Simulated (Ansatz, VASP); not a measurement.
# One calculation of TiAl, two programs

The input INCAR:

```
  ALGO = Normal
  EDIFF = 1E-6
  ENCUT = 520
  GGA = PS
  ISIF = 2
  ISMEAR = 0
  LASPH = True
  LCHARG = False
  LREAL = False
  LWAVE = False
  NBANDS = 14
  NELM = 100
  PREC = Accurate
  SIGMA = 0.1
```

KPOINTS

```
k-points
0
Gamma
  14 14 14
```

File POSCAR:

```
TiAl
1.0
    3.2581810093      0.0000000000      0.0000000000
    0.0000000000      3.2581810093      0.0000000000
    0.0000000000      0.0000000000      3.2581810093
Ti Al
1 1
Direct
    0.5000000000      0.5000000000      0.5000000000
    0.0000000000      0.0000000000      0.0000000000
```

Input for Ansatz:

```yaml
crystal:
  lattice:
    - [3.2581810093, 0.0, 0.0]
    - [0.0, 3.2581810093, 0.0]
    - [0.0, 0.0, 3.2581810093]
  atoms:
    - { symbol: Ti, position: [0.5, 0.5, 0.5] }
    - { symbol: Al, position: [0.0, 0.0, 0.0] }
basis:
  ecutwfc: 420
kpoints:
  mp_grid: { grid: [14, 14, 14] }
hamiltonian:
  xc: pbesol
scf:
  occupations: { method: gaussian, width: 0.1 }
output:
  forces: true
  stress: true
  eigenvalues: true
  write_density: true
  write_potential: true
  elf: true
  volumetric_format: npy
```

Alike in both runs: task single point; functional PBEsol; k mesh 14 × 14 × 14; occupations gaussian, width 0.1 eV; no spin polarisation.

```csv
,VASP,Ansatz
version,VASP 6.6.1,Ansatz 0.2.0
potentials or method,"VASP PAW PBE potentials, release 64 (Ti_sv, Al), cutoff 520 eV","scalar-relativistic, plane waves, PAW"
valence electrons in the cell,15,15
```

VASP gave:

```
gap on the k mesh at the Fermi level (eV) : none
pressure (GPa)                            : -9.3
```

Which values does Ansatz return?

gap on the k mesh at the Fermi level (eV): none; pressure (GPa): -9.4.

VASP's potentials were made for PBE, not for PBEsol. A gap of «none» marks a metal or a gap that the smearing closes.
